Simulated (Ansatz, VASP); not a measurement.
**B in VASP and in Ansatz**

```
B
1.0
     0.00000    1.43617    1.43617
     1.43617    0.00000    1.43617
     1.43617    1.43617    0.00000
B
1
Direct
  0.00000 0.00000 0.00000
```

Alike in both runs: task single point; functional LDA; k mesh 21 × 21 × 21; occupations fermi-dirac, width 0.1 eV; no spin polarisation.

|  | VASP | Ansatz |
| --- | --- | --- |
| version | VASP 6.6.1 | Ansatz 0.2.0 |
| potentials or method | VASP PAW LDA potentials, release 64 (B), cutoff 520 eV | plane waves (420 eV) with PAW, scalar-relativistic |
| valence electrons in the cell | 3 | 3 |

VASP gave:

| Quantity | Value |
| --- | --- |
| pressure (GPa) | -10.1 |

Problem. Estimate Ansatz's values.

Solution. Pressure (GPa): -10.6.

Ansatz warns that its potentials were made for another functional, while VASP's fit it. LDA's correlation is that of Perdew and Zunger in VASP and of Perdew and Wang (1992) in Ansatz.
